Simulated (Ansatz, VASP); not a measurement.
# Two plane-wave programs on Cu3N

```
CELL_PARAMETERS angstrom
3.80700 0.00000 0.00000
0.00000 3.80700 0.00000
0.00000 0.00000 3.80700
ATOMIC_POSITIONS crystal
Cu 0.50000 0.00000 0.00000
Cu 0.00000 0.50000 0.00000
Cu 0.00000 0.00000 0.50000
N 0.00000 0.00000 0.00000
```

Alike in both runs: task relaxation of cell and atoms; functional r2SCAN; k mesh 6 × 6 × 6; occupations fermi-dirac, width 0.05 eV; no spin polarisation.

|  | VASP | Ansatz |
| --- | --- | --- |
| version | VASP 6.6.1 | Ansatz 0.2.0 |
| potentials or method | VASP PAW PBE potentials, release 64 (Cu, N) | plane waves, PAW |
| plane-wave cutoff (eV) | 660 | 500 |
| valence electrons in the cell | 38 | 62 |

|  | VASP | Ansatz | Ansatz less VASP |
| --- | --- | --- | --- |
| relaxed volume (Å³/atom) | 13.67 | 13.60 | -0.074 |
| relaxed length of the cell vector where the two differ most in proportion (Å) | 3.796 | 3.789 | -0.0069 |

VASP's potentials were made for PBE, not for r2SCAN. VASP's potentials hold 38 valence electrons a cell and Ansatz's 62, so a difference there can come from the potentials and not from the codes.
